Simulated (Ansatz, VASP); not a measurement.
**B: VASP beside Ansatz**

The input INCAR:

```
PREC     = Accurate       # precision mode
ENCUT    = 500            # plane-wave cutoff, eV
EDIFF    = 1E-7           # SCF threshold, eV
ISMEAR   = 0              # smearing method
SIGMA    = 0.1            # smearing width, eV
LREAL    = F              # projectors in reciprocal space
LASPH    = T              # aspherical terms in the spheres
NELM     = 120            # most SCF steps
ALGO     = Normal         # electronic algorithm
ISIF     = 3              # what is computed and relaxed
LWAVE    = F              # write WAVECAR
LCHARG   = F              # write CHGCAR
GGA      = PE             # functional
IVDW     = 12             # dispersion correction
IBRION   = 2              # ionic algorithm
NSW      = 80             # ionic steps
EDIFFG   = -0.05          # ionic threshold
GGA_COMPAT= F            
NELMIN   = 4
```

File KPOINTS:

```
Automatic mesh
0
Gamma
  10 10 10
```

Contents of POSCAR:

```
B
1.0
    0.0000000000      1.7157029075      1.7157029075
    1.7157029075      0.0000000000      1.7157029075
    1.7157029075      1.7157029075      0.0000000000
B
1
Direct
    0.0000000000      0.0000000000      0.0000000000
```

Input for Ansatz:

```yaml
crystal:
  lattice:
    - [0.0, 1.7157029075, 1.7157029075]
    - [1.7157029075, 0.0, 1.7157029075]
    - [1.7157029075, 1.7157029075, 0.0]
  atoms:
    - { symbol: B, position: [0.0, 0.0, 0.0] }
basis:
  ecutwfc: 420
kpoints:
  mp_grid: { grid: [10, 10, 10] }
hamiltonian:
  xc: pbe
  dispersion: d3bj
scf:
  occupations: { method: gaussian, width: 0.1 }
output:
  forces: true
  stress: true
  eigenvalues: true
relax:
  adjacent_minimum: "off"
  f_tol: 0.05
  max_steps: 60
  cell: { stress_tol: 0.5 }
```

Alike in both runs: task relaxation of cell and atoms; functional PBE; dispersion D3(BJ); k mesh 10 × 10 × 10; occupations gaussian, width 0.1 eV; no spin polarisation.

```csv
,VASP,Ansatz
version,VASP 6.6.1,Ansatz 0.2.0
potentials or method,"VASP PAW PBE potentials, release 64 (B), cutoff 500 eV","scalar-relativistic, plane waves, PAW"
valence electrons in the cell,3,3
```

|  | VASP | Ansatz | Ansatz less VASP |
| --- | --- | --- | --- |
| gap on the k mesh at the Fermi level, each at its own relaxed structure (eV) | none | none | - |
| relaxed volume (Å³/atom) | 5.73 | 5.74 | +0.016 |
| relaxed cell length with the largest relative difference (Å) | 2.008 | 2.010 | +0.0018 |

A gap of «none» marks a metal or a gap that the smearing closes. Ansatz's warnings: dispersion switch in reach, relaxed geometry near dispersion switch.

Noted on VASP's run: the volume moved by over 15 % at a fixed basis, so the end points are rough.
